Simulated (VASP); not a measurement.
Runs of VASP 6.6.1 on Y4Be. The structure is that of space group Im-3m (No. 229), or close to it. The cells are those of the table. 

```tsv
task	cell	k mesh	cutoff (eV)	gap on the mesh (eV)	pressure (GPa)	relaxed volume (Å³/atom)
single point	a = 5.764 Å, angles 109.5°, 5 atoms	4 × 4 × 4	520	none	0.0	-
relaxation of cell and atoms	relaxed from a = 5.468 Å, angles 109.5°, 5 atoms	4 × 4 × 4	600	none	0.0	29.52
relaxation of cell and atoms	relaxed from a = 5.764 Å, angles 109.5°, 5 atoms	8 × 8 × 8	600	none	0.0	(a)
single point	a = 5.773 Å, angles 109.5°, 5 atoms	8 × 8 × 8	520	none	-0.1	-
```

Alike in all rows: level PBE; potentials or basis VASP PAW PBE potentials, release 64 (Y_sv, Be); no spin polarisation; smearing gaussian 0.1 eV.

Problem. Estimate the missing entries.

Solution. (a) 29.57.

Caveats: the volume moved by over 15 % at a fixed basis, so the end points are rough (some runs).

A k mesh can miss the band edges, and the runs leave out spin-orbit coupling on Y.

A gap of «none» marks levels without a gap at the run's occupations.
